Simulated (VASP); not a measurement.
# W: single point with PBE

The system is W.

```xyz
2
Lattice="-1.5918 1.5918 1.5918 1.5918 -1.5918 1.5918 3.1835 3.1835 0.0000" Properties=species:S:1:pos:R:3 pbc="T T T"
W     0.0000    0.0000    0.0000
W     1.5918    1.5918    1.5918
```

* Program: VASP 6.6.1
* Task: single point
* Functional: PBE
* Potentials or basis: VASP PAW PBE potentials, release 64 (W_sv)
* Cutoff: 520 eV
* k mesh: 13 × 13 × 7
* Occupations: fermi-dirac, width 0.1 eV
* Spin: no spin polarisation
* Dipole correction: no
* Further INCAR settings: ALGO = Normal; EDIFF = 1e-06; NBANDS = 21

```yaml
Pressure: 0.4 GPa
Band_gap_on_the_k_mesh: zero (bands 14 and 15 overlap by 3.14 eV)
```

Levels at points of the mesh, in eV from the Fermi level:
| k point | band 10 | band 11 | band 12 | band 13 | band 14 | band 15 | band 16 | band 17 | band 18 | band 19 |
| --- | --- | --- | --- | --- | --- | --- | --- | --- | --- | --- |
| (0.00, 0.00, 0.00) | -6.16 | -3.48 | -1.20 | -1.20 | -1.20 | 0.62 | 2.10 | 2.22 | 2.22 | 3.06 |

Wall time 32 s on 1 thread of Intel(R) Xeon(R) 6975P-C (Granite Rapids), with other jobs on the host, peak memory 0.23 GiB.

Caveat: spin-orbit coupling is left out, which moves the levels of the heavy elements.
